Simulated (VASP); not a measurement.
Ga2O, 6 atoms in the cell. The structure is trigonal, space group P-3m1 (No. 164). The conventional cell has a = 2.982 Å, b = 2.982 Å, c = 11.136 Å, α = 90.00°, β = 90.00°, γ = 120.00°. Ga (site symmetry 3m) has 3 O at 1.95 Å and 1 Ga at 2.45 Å within 2.6 Å. Ga (site symmetry 3m) has 1 O at 2.28 Å and 9 Ga at 2.88 to 2.98 Å within 3.0 Å. O (site symmetry 3m) has 4 Ga at 1.95 to 2.28 Å within 2.6 Å. 

- Program: VASP 6.6.1
- Task: single point
- Functional: PBE
- Potentials or basis: VASP PAW PBE potentials, release 64 (Ga_d, O)
- Cutoff: 520 eV
- k mesh: 12 × 12 × 4
- Occupations: fermi-dirac, width 0.15 eV
- Spin: no spin polarisation
- Dipole correction: no
- Further INCAR settings: ALGO = Normal; EDIFF = 1e-07; NBANDS = 41

Potentials or basis: VASP PAW PBE potentials, release 64 (Ga_d, O).

Command:

```sh
$ cat potpaw_PBE.64/Ga_d/POTCAR potpaw_PBE.64/O/POTCAR > POTCAR
$ mpirun -np 1 vasp_std > vasp.out
```

Hardware: 1 thread of Intel Xeon 8259CL (shared host).

Q: Estimate the wall time of this run.

A: Wall time 7.3 min on 1 thread of Intel Xeon 8259CL (shared host), peak memory 0.33 GiB. Counts: scf iterations 15, k points 69.
